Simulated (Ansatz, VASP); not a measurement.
**One calculation of Sr4AuN3, two programs**

```
Sr Au N
1.0
     4.91239    0.00000    0.00000
     0.00000    4.91239    0.00000
     0.00000    0.00000    8.31649
Sr Au N
4 1 3
Direct
  0.50000 0.00000 0.19702
  0.00000 0.50000 0.80298
  0.00000 0.50000 0.19702
  0.50000 0.00000 0.80298
  0.50000 0.50000 0.50000
  0.50000 0.50000 0.74742
  0.50000 0.50000 0.25258
  0.00000 0.00000 0.00000
```

Alike in both runs: functional PBE; k mesh 6 × 6 × 4; occupations gaussian, width 0.1 eV; no spin polarisation.

Ansatz relaxed the structure, and its values are those at the end. VASP's run is a single point on that final structure, the one shown.

|  | VASP | Ansatz |
| --- | --- | --- |
| version | VASP 6.6.1 | Ansatz 0.2.0 |
| potentials or method | VASP PAW PBE potentials, release 64 (Sr_sv, Au, N), cutoff 520 eV | scalar-relativistic, plane waves, PAW |
| valence electrons in the cell | 66 | 74 |

|  | VASP | Ansatz | Ansatz less VASP |
| --- | --- | --- | --- |
| gap on the k mesh at the Fermi level (eV) | none | none | - |
| pressure (GPa) | 0.3 | 0.0 | -0.25 |
| rms of the force components (eV/Å) | 0.011 | 0.002 | -0.0091 |

A gap of «none» marks a metal or a gap that the smearing closes. VASP's potentials hold 66 valence electrons a cell and Ansatz's 74, so a difference there can come from the potentials and not from the codes.

Neither program's run includes spin-orbit coupling.
